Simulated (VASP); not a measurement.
A run of VASP 6.6.1 is set up as follows.

File POSCAR:

```
MnO
1.0
    2.9694859100      0.0000000000      0.0000000000
   -1.4847429600      2.5716502300      0.0000000000
    0.0000000000      0.0000000000      2.8980711300
Mn O
1 1
Direct
    0.0000000000      0.0000000000      0.0000000000
    0.6666666667      0.3333333333      0.5000000000
```

Contents of INCAR.step1:

```
PREC = Accurate
ENCUT = 520
EDIFF = 1E-5
ISMEAR = -1
SIGMA = 0.05
LREAL = False
LASPH = True
NELM = 150
ALGO = Normal
ISIF = 2
LWAVE = True
ISPIN = 2
MAGMOM = 4 0
LORBIT = 11
LMAXMIX = 4
GGA = PE
NBANDS = 20
```

INCAR.step2

```
PREC = Accurate
ENCUT = 520
EDIFF = 1E-6
ISMEAR = -1
SIGMA = 0.05
LREAL = False
LASPH = True
NELM = 150
ALGO = Normal
ISIF = 2
LWAVE = False
LCHARG = True
ISPIN = 2
MAGMOM = 4 0
LORBIT = 11
LMAXMIX = 4
METAGGA = R2SCAN
LHFCALC = True
AEXX = 0.5
LMIXTAU = True
PRECFOCK = Normal
LELF = True
LVHAR = True
ISTART = 1
NBANDS = 20
```

KPOINTS

```
regular mesh
0
Gamma
  5 5 5
```

Potentials or basis: VASP PAW PBE potentials, release 64 (Mn_pv, O).

The run is started by

```console
$ cat potpaw_PBE.64/Mn_pv/POTCAR potpaw_PBE.64/O/POTCAR > POTCAR
$ cp INCAR.step1 INCAR
$ mpirun -np 1 vasp_std > vasp.out
$ cp INCAR.step2 INCAR
$ mpirun -np 1 vasp_std > vasp.out
```

(1) What does it give for the site moments?

(2) What does it give for the band gap on the k mesh?

(3) What does it give for the net moment?

(4) Estimate the pressure.

Answers

(1) Mn +4.63; O +0.17 μB.

(2) 4.97 eV (least direct gap 5.76 eV).

(3) 5.00 μB per cell.

(4) -3.8 GPa.

Caveat: the k points lie up to 0.49 Å⁻¹ apart; the PAW data sets were made with another functional, which shifts forces and pressure a little; a cell with one magnetic atom can't hold antiferromagnetic order, which such compounds often take.
